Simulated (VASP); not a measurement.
Mg: single point with PBE

The system is Mg.

```
Mg
1.0
     5.10577    0.00000    0.00000
    -2.55288    4.42172    0.00000
     0.00000    0.00000    3.09587
Mg
3
Direct
  0.00000 0.00000 0.00000
  0.33333 0.66667 0.50000
  0.66667 0.33333 0.50000
```

| Quantity | Value |
| --- | --- |
| Program | VASP 6.6.1 |
| Task | single point |
| Functional | PBE |
| Potentials or basis | VASP PAW PBE potentials, release 64 (Mg) |
| Cutoff | 520 eV |
| k mesh | 8 × 8 × 11 |
| Occupations | fermi-dirac, width 0.1 eV |
| Spin | no spin polarisation |

The pressure is -0.2 GPa and the band gap on the k mesh is zero (band 3 reaches 5.72 eV, above the bottom of band 4 at 1.61 eV).

Stress tensor (GPa, compression positive):
```
-0.27  0.00  0.00
 0.00 -0.27  0.00
 0.00  0.00  0.07
```

Levels at points of the mesh, in eV from the Fermi level:
```
           k point  band 1  band 2  band 3  band 4  band 5  band 6  band 7
(0.00, 0.00, 0.00)   -6.90    0.22    0.22    0.27    0.27    1.29    1.35
(0.50, 0.00, 0.00)   -4.99   -4.98   -1.52   -0.98    5.51    5.63    6.23
```

Run time: 21 s on 1 thread of Intel(R) Xeon(R) 6975P-C (Granite Rapids), with other jobs on the host, peak memory 0.19 GiB.
